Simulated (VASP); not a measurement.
# NaF (Fm-3m) in VASP: further runs

NaF is run at these levels: LDA; tasks: single point, relaxation of cell and atoms.

All numbers are computed with VASP 6.6.1; they aren't measurements. Logs are shortened: lines on timing, memory, paths and dates and some standing lists are left out, and cuts for length are marked.

## (1) The cell of the first run

It takes space group Fm-3m (No. 225, cubic). The conventional cell has a = 4.502 Å, b = 4.502 Å, c = 4.502 Å, α = 90.00°, β = 90.00°, γ = 90.00°. Na (site symmetry m-3m) has 6 F at 2.25 Å within 3.0 Å. F (site symmetry m-3m) has 6 Na at 2.25 Å within 3.0 Å.

## (2) Single point, LDA

Input file INCAR:

```
SYSTEM = NaF
  PREC = Accurate
  ENCUT = 600
  EDIFF = 1E-6
  ISMEAR = 0
  SIGMA = 0.02
  LREAL = .False.
  LASPH = .True.
  NELM = 120
  ALGO = Normal
  ISIF = 2
  LWAVE = .False.
  LCHARG = .True.
  LELF = .True.
  LVHAR = .True.
  NBANDS = 14
  GGA_COMPAT = .False.
```

Input file KPOINTS:

```
Automatic mesh
0
Gamma
  8 8 8
  0 0 0
```

Input file POSCAR:

```
NaF
1.0
    0.0000000000      2.2511377514      2.2511377514
    2.2511377514      0.0000000000      2.2511377514
    2.2511377514      2.2511377514      0.0000000000
Na F
1 1
Direct
    0.0000000000      0.0000000000      0.0000000000
    0.5000000000      0.5000000000      0.5000000000
```

Potentials or basis: VASP PAW LDA potentials, release 64 (Na_pv, F).

Started as:

```console
> cat potpaw_LDA.64/Na_pv/POTCAR potpaw_LDA.64/F/POTCAR > POTCAR
> mpirun -np 1 vasp_std > vasp.out
```

OUTCAR:

```text
SYSTEM = NaF
   PREC = Accurate
   ENCUT = 600
   EDIFF = 1E-6
   ISMEAR = 0
   LREAL = .False.
   LASPH = .True.
   NELM = 120
   ISIF = 2

 ion  position               nearest neighbor table
   1  0.000  0.000  0.000-   2 2.25   2 2.25   2 2.25   2 2.25   2 2.25   2 2.25
   2  0.500  0.500  0.500-   1 2.25   1 2.25   1 2.25   1 2.25   1 2.25   1 2.25

  LATTYP: Found a face centered cubic cell.
 ALAT       =     4.5022755028

  Lattice vectors:

 A1 = (   0.0000000000,   2.2511377514,   2.2511377514)
 A2 = (   2.2511377514,   0.0000000000,   2.2511377514)
 A3 = (   2.2511377514,   2.2511377514,   0.0000000000)

Analysis of symmetry for initial positions (statically):
=====================================================================
 Subroutine PRICEL returns:
 Original cell was already a primitive cell.

 Routine SETGRP: Setting up the symmetry group for a
 face centered cubic supercell.

 Subroutine GETGRP returns: Found 48 space group operations
 (whereof 48 operations were pure point group operations)
 out of a pool of 48 trial point group operations.

The static configuration has the point symmetry O_h .

Analysis of symmetry for dynamics (positions and initial velocities):
=====================================================================
 Subroutine PRICEL returns:
 Original cell was already a primitive cell.

 Routine SETGRP: Setting up the symmetry group for a
 face centered cubic supercell.

 Subroutine GETGRP returns: Found 48 space group operations
 (whereof 48 operations were pure point group operations)
 out of a pool of 48 trial point group operations.

The dynamic configuration has the point symmetry O_h .

 Subroutine INISYM returns: Found 48 space group operations
 (whereof 48 operations are pure point group operations),
 and found     1 'primitive' translations

----------------------------------------------------------------------------------------

                                     Primitive cell

  volume of cell :      22.8158

  direct lattice vectors                    reciprocal lattice vectors
     0.000000000  2.251137751  2.251137751    -0.222109909  0.222109909  0.222109909
     2.251137751  0.000000000  2.251137751     0.222109909 -0.222109909  0.222109909
     2.251137751  2.251137751  0.000000000     0.222109909  0.222109909 -0.222109909

  length of vectors
     3.183589539  3.183589539  3.183589539     0.384705646  0.384705646  0.384705646

  position of ions in fractional coordinates (direct lattice)
     0.000000000  0.000000000  0.000000000
     0.500000000  0.500000000  0.500000000

  ion indices of the primitive-cell ions
   primitive index   ion index
                 1           1
                 2           2

----------------------------------------------------------------------------------------

 KPOINTS: Automatic mesh

Automatic generation of k-mesh.
 Grid dimensions read from file:
 generate k-points for:    8    8    8

 Generating k-lattice:

  Cartesian coordinates                     Fractional coordinates (reciprocal lattice)
    -0.027763739  0.027763739  0.027763739     0.125000000  0.000000000  0.000000000
     0.027763739 -0.027763739  0.027763739     0.000000000  0.125000000  0.000000000
     0.027763739  0.027763739 -0.027763739     0.000000000  0.000000000  0.125000000

  Length of vectors
     0.048088206  0.048088206  0.048088206

  Shift w.r.t. Gamma in fractional coordinates (k-lattice)
     0.000000000  0.000000000  0.000000000

 Subroutine IBZKPT returns following result:
 ===========================================

 Found     29 irreducible k-points:

 Following reciprocal coordinates:
            Coordinates               Weight
  0.000000  0.000000  0.000000      1.000000
  0.125000  0.000000  0.000000      8.000000
  0.250000  0.000000  0.000000      8.000000
  0.375000  0.000000  0.000000      8.000000
  0.500000  0.000000  0.000000      4.000000
  0.125000  0.125000  0.000000      6.000000
[... 16 lines left out ...]
  0.500000  0.250000  0.125000     48.000000
 -0.375000  0.250000  0.125000     24.000000
 [... further k-points ...]
   k-points           NKPTS =     29   k-points in BZ     NKDIM =     29   number of bands    NBANDS=     14
   number of dos      NEDOS =    301   number of ions     NIONS =      2
   total plane-waves  NPLWV =  21952
   dimension x,y,z NGX =    28 NGY =   28 NGZ =   28
   dimension x,y,z NGXF=    56 NGYF=   56 NGZF=   56
   ions per type =               1   1
   NGX,Y,Z   is equivalent  to a cutoff of  14.62, 14.62, 14.62 a.u.
   NGXF,Y,Z  is equivalent  to a cutoff of  29.24, 29.24, 29.24 a.u.
 SYSTEM =  NaF
   PREC   = accura    normal or accurate (medium, high low for compatibility)
   ISTART =      0    job   : 0-new  1-cont  2-samecut
   ICHARG =      2    charge: 1-file 2-atom 10-const
   ISPIN  =      1    spin polarized calculation?
   LNONCOLLINEAR =      F non collinear calculations
   LSORBIT =      F    spin-orbit coupling
   LASPH  =      T    aspherical Exc in radial PAW
   ENCUT  =  600.0 eV  44.10 Ry    6.64 a.u.   6.36  6.36  6.36*2*pi/ulx,y,z
   NELM   =    120;   NELMIN=  2; NELMDL= -5     # of ELM steps
   EDIFF  = 0.1E-05   stopping-criterion for ELM
   LREAL  =      F    real-space projection
   EDIFFG = 0.1E-04   stopping-criterion for IOM
   NSW    =      0    number of steps for IOM
   IBRION =     -1    ionic relax: 0-MD 1-quasi-New 2-CG
   NFREE  =      0    steps in history (QN), initial steepest desc. (CG)
   ISIF   =      2    stress and relaxation
   ISYM   =      2    0-nonsym 1-usesym 2-fastsym
   POTIM  = 0.5000    time-step for ionic-motion
   TEBEG  =    0.0;   TEEND  =   0.0 temperature during run
   PSTRESS=    0.0 pullay stress
   NELECT =      14.0000    total number of electrons
   NUPDOWN=      -1.0000    fix difference up-down
   EMIN   =  10.00;   EMAX   =-10.00  energy-range for DOS
   EFERMI =   0.00;   METHOD = LEGACY
   ISMEAR =     0;   SIGMA  =   0.02  broadening in eV -4-tet -1-fermi 0-gaus
   EFERMI_NEDOS =   21; number of points for ismear=-14 and -15
   IALGO  =     38    algorithm
   IMIX   =      4    mixing-type and parameters
     AMIX     =   0.40;   BMIX     =  1.00
     AMIX_MAG =   1.60;   BMIX_MAG =  1.00
  volume/ion in A,a.u.               =      11.41        76.98
  Fermi-wavevector in a.u.,A,eV,Ry     =   1.391144  2.628881 26.331107  1.935282
  Thomas-Fermi vector in A             =   2.515011
   LORBIT       =      0    0 simple, 1 ext, 2 COOP (PROOUT), +10 PAW based schemes
   GGA     = CA    functional components
   LHFCALC =     F    Hartree Fock is set to
   AEXX    =    0.0000 exact exchange contribution
   IVDW    =     0    specifies the selected vdW correction
   LEPSILON=     F    determine dielectric tensor
   LRPA    =     F    only Hartree local field effects (RPA)
 non-spin polarized calculation
 Gauss-broadening in eV      SIGMA  =   0.02
  energy-cutoff  :      600.00
  volume of cell :       22.82
 maximum number of plane-waves:       778
 NGX is ok and might be reduce to    28
   NGX = 13   NGY = 13   NGZ = 13

 number of electron      14.0000003 magnetization

 Free energy of the ion-electron system (eV)
  ---------------------------------------------------
  ext. energy  EPLUGINS =         0.00000000
  ---------------------------------------------------
  free energy    TOTEN  =        -9.33450320 eV

  energy without entropy =       -9.33450320  energy(sigma->0) =       -9.33450320

 E-fermi :  -2.0292     XC(G=0): -10.3854

 val. band max:       -2.1127525116   @ k =   0.0000   0.0000   0.0000
 cond. band min:       4.3266148525   @ k =   0.0000   0.0000   0.0000
 fundamental gap:      6.4393673642
 Fermi energy:        -2.0292309164

 k-point     1 :       0.0000    0.0000    0.0000
  band No.  band energies     occupation
      1     -21.0359      2.00000
      2     -20.6308      2.00000
      3     -20.6308      2.00000
      4     -20.6308      2.00000
      5      -2.1128      2.00000
      6      -2.1128      2.00000
      7      -2.1128      2.00000
      8       4.3266      0.00000
      9      17.0211      0.00000
     10      17.0211      0.00000
     11      17.0211      0.00000
     12      20.0186      0.00000
     13      22.3471      0.00000
     14      22.3471      0.00000

 k-point     2 :       0.1250    0.0000    0.0000
  band No.  band energies     occupation
      1     -21.2496      2.00000
      2     -20.6332      2.00000
      3     -20.6332      2.00000
      4     -20.3894      2.00000
      5      -2.4625      2.00000
      6      -2.1602      2.00000
      7      -2.1602      2.00000
      8       4.9144      0.00000
      9      15.2347      0.00000
     10      17.2978      0.00000
     11      17.2978      0.00000
     12      21.8349      0.00000
     13      21.8349      0.00000
     14      22.1090      0.00000

 k-point     3 :       0.2500    0.0000    0.0000
  band No.  band energies     occupation
      1     -21.5181      2.00000
      2     -20.6389      2.00000
      3     -20.6389      2.00000
      4     -20.0526      2.00000
      5      -3.1678      2.00000
      6      -2.2730      2.00000
      7      -2.2730      2.00000
      8       6.2957      0.00000
      9      13.1483      0.00000
     10      17.9354      0.00000
     11      17.9354      0.00000
     12      21.1998      0.00000
     13      21.1998      0.00000
     14      23.1228      0.00000

 k-point     4 :       0.3750    0.0000    0.0000
  band No.  band energies     occupation
      1     -21.6966      2.00000
      2     -20.6446      2.00000
      3     -20.6446      2.00000
      4     -19.8039      2.00000
      5      -3.7570      2.00000
      6      -2.3832      2.00000
      7      -2.3832      2.00000
      8       7.8614      0.00000
      9      11.5732      0.00000
     10      18.3987      0.00000
     11      18.3987      0.00000
     12      21.1771      0.00000
     13      21.1771      0.00000
     14      22.6701      0.00000

 k-point     5 :       0.5000    0.0000    0.0000
  band No.  band energies     occupation
      1     -21.7584      2.00000
      2     -20.6469      2.00000
      3     -20.6469      2.00000
      4     -19.7126      2.00000
      5      -3.9793      2.00000
      6      -2.4284      2.00000
      7      -2.4284      2.00000
      8       8.8045      0.00000
      9      10.7217      0.00000
     10      18.4932      0.00000
     11      18.4932      0.00000
[... 276 lines left out ...]
 k-point    22 :       0.3750    0.2500    0.1250
  band No.  band energies     occupation
      1     -21.4918      2.00000
      2     -20.6830      2.00000
      3     -20.6505      2.00000
      4     -20.0252      2.00000
      5      -3.3290      2.00000
      6      -2.4864      2.00000
      7      -2.3709      2.00000
      8       7.3601      0.00000
      9      12.4765      0.00000
     10      16.7257      0.00000
     11      18.3871      0.00000
     12      18.7023      0.00000
     13      22.7777      0.00000
     14      26.2656      0.00000

 k-point    23 :       0.5000    0.2500    0.1250
  band No.  band energies     occupation
      1     -21.5386      2.00000
      2     -20.7044      2.00000
      3     -20.6641      2.00000
      4     -19.9261      2.00000
      5      -3.5627      2.00000
      6      -2.7001      2.00000
      7      -2.4739      2.00000
      8       8.8324      0.00000
      9      11.5882      0.00000
     10      15.8356      0.00000
     11      17.7460      0.00000
     12      19.9369      0.00000
     13      22.1421      0.00000
     14      26.6471      0.00000

 k-point    24 :      -0.3750    0.2500    0.1250
  band No.  band energies     occupation
      1     -21.5554      2.00000
      2     -20.7088      2.00000
      3     -20.6744      2.00000
      4     -19.8874      2.00000
      5      -3.6447      2.00000
      6      -2.7935      2.00000
      7      -2.5183      2.00000
      8       9.8444      0.00000
      9      10.9038      0.00000
     10      15.5119      0.00000
     11      17.4594      0.00000
     12      20.6069      0.00000
     13      21.7141      0.00000
     14      26.8054      0.00000

 [... further k-points ...]

------------------------ aborting loop because EDIFF is reached ----------------------------------------

  FORCE on cell =-STRESS in cart. coord.  units (eV):
  Direction    XX          YY          ZZ          XY          YZ          ZX
  --------------------------------------------------------------------------------------
  -------------------------------------------------------------------------------------
  Total       -0.0193984     -0.0193984     -0.0193984     -0.0000000     -0.0000000     -0.0000000
  in kB       -1.3621956     -1.3621956     -1.3621956     -0.0000000     -0.0000000     -0.0000000
  external PRESSURE =      -1.3621956 kB  Pullay stress =       0.0000000 kB

 VOLUME and BASIS-vectors are now :
 -----------------------------------------------------------------------------
  energy-cutoff  :      600.00
  volume of cell :       22.82
      direct lattice vectors                 reciprocal lattice vectors
     0.000000000  2.251137751  2.251137751    -0.222109909  0.222109909  0.222109909
     2.251137751  0.000000000  2.251137751     0.222109909 -0.222109909  0.222109909
     2.251137751  2.251137751  0.000000000     0.222109909  0.222109909 -0.222109909

 POSITION                                       TOTAL-FORCE (eV/Angst)
 -----------------------------------------------------------------------------------
      0.00000      0.00000      0.00000        -0.000000     -0.000000      0.000000
      2.25114      2.25114      2.25114         0.000000      0.000000     -0.000000
 -----------------------------------------------------------------------------------
    total drift:                                0.000000      0.000000      0.000000

  FREE ENERGIE OF THE ION-ELECTRON SYSTEM (eV)
  ---------------------------------------------------
  free  energy   TOTEN  =        -9.3345031987 eV

  energy  without entropy=       -9.3345031987  energy(sigma->0) =       -9.33450320
```

It took 5.4 s on 1 thread of Intel Xeon 6975P-C (Granite Rapids), shared host; peak memory 0.14 GiB.

Results:

| Quantity | Value |
| --- | --- |
| Free energy | -9.3345 eV |
| Pressure | -0.1 GPa |
| Band gap on the k mesh | 6.44 eV |

## (3) Single point, LDA

Input file INCAR:

```
SYSTEM = NaF
ALGO = Normal ; EDIFF = 1E-6
ENCUT = 600 ; GGA = CA
GGA_COMPAT = .FALSE. ; ISIF = 2
ISMEAR = 0 ; LASPH = .TRUE.
LCHARG = .FALSE. ; LREAL = .FALSE.
LWAVE = .FALSE. ; NBANDS = 14
NELM = 120 ; PREC = Accurate
SIGMA = 0.02
```

Input file KPOINTS:

```
k-points
0
G
  8 8 8
  0 0 0
```

POSCAR is that of step 2.

Potentials or basis: VASP PAW LDA potentials, release 64 (Na_pv, F).

Started as:

```console
> cat potpaw_LDA.64/Na_pv/POTCAR potpaw_LDA.64/F/POTCAR > POTCAR
> mpirun -np 1 vasp_std > vasp.out
```

Wall time 4.9 s (1 thread of Intel Xeon 6975P-C (Granite Rapids), shared host); peak memory 0.13 GiB.

It converged, with:

```yaml
Free_energy: -9.3345 eV
Pressure: -0.1 GPa
Band_gap_on_the_k_mesh: 6.44 eV
```

Levels at points of the mesh, in eV from the valence-band top:
| k point | band 4 | band 5 | band 6 | band 7 | band 8 | band 9 | band 10 | band 11 |
| --- | --- | --- | --- | --- | --- | --- | --- | --- |
| (0.00, 0.00, 0.00) | -18.52 | 0.00 | 0.00 | 0.00 | 6.44 | 19.13 | 19.13 | 19.13 |
| (0.50, 0.00, 0.00) | -17.60 | -1.87 | -0.32 | -0.32 | 10.92 | 12.83 | 20.61 | 20.61 |
| (0.50, 0.50, 0.00) | -18.58 | -1.47 | -0.46 | -0.46 | 13.11 | 13.47 | 14.11 | 20.45 |

## (4) Relaxation of cell and atoms, LDA

Input file INCAR:

```
PREC = Accurate
ENCUT = 600
EDIFF = 1E-7
ISMEAR = 0
SIGMA = 0.02
LREAL = False
LASPH = True
NELM = 120
ALGO = Normal
ISIF = 3
LWAVE = False
LCHARG = False
GGA = CA
IBRION = 2
NSW = 100
EDIFFG = -0.002
GGA_COMPAT = False
NELMIN = 4
```

Input file KPOINTS:

```
Automatic mesh
0
Gamma
  8 8 8
```

POSCAR is that of step 3.

Started as:

```console
> cat potpaw_LDA.64/Na_pv/POTCAR potpaw_LDA.64/F/POTCAR > POTCAR
> mpirun -np 1 vasp_std > vasp.out
```

Wall time 6 s (1 thread of Intel Xeon 6975P-C (Granite Rapids), shared host); peak memory 0.13 GiB.

It converged, with:

```
Free energy                           : -9.3345 eV
Relaxed volume                        : 11.39 Å³/atom
Relaxed cell                          : a = 3.182 Å, b = 3.182 Å, c = 3.182 Å, α = 60.00°, β = 60.00°, γ = 60.00°
Space group after relaxing (to 0.1 Å) : Fm-3m (No. 225)
Energy gained by relaxing             : 0.0 meV/atom
Ionic steps                           : 2
Pressure after relaxing               : 0.0 GPa
Band gap on the k mesh                : 6.45 eV
```

Final structure:
```cif
data_structure
_symmetry_space_group_name_H-M 'P 1'
_symmetry_Int_Tables_number 1
_cell_length_a 3.1822
_cell_length_b 3.1822
_cell_length_c 3.1822
_cell_angle_alpha 60.000
_cell_angle_beta 60.000
_cell_angle_gamma 60.000
_cell_volume 22.79
loop_
_atom_site_label
_atom_site_type_symbol
_atom_site_fract_x
_atom_site_fract_y
_atom_site_fract_z
_atom_site_occupancy
Na1 Na 0.00000 0.00000 0.00000 1
F1 F 0.50000 0.50000 0.50000 1
```

Levels at points of the mesh, in eV from the valence-band top:
```
           k point  band 5  band 6  band 7  band 8  band 9  band 10
(0.00, 0.00, 0.00)    0.00    0.00    0.00    6.45   19.14    19.14
(0.50, 0.00, 0.00)   -1.87   -0.32   -0.32   10.93   12.85    20.62
(0.50, 0.50, 0.00)   -1.47   -0.46   -0.46   13.11   13.48    14.12
```

(Part 1 of 2 ends here.)
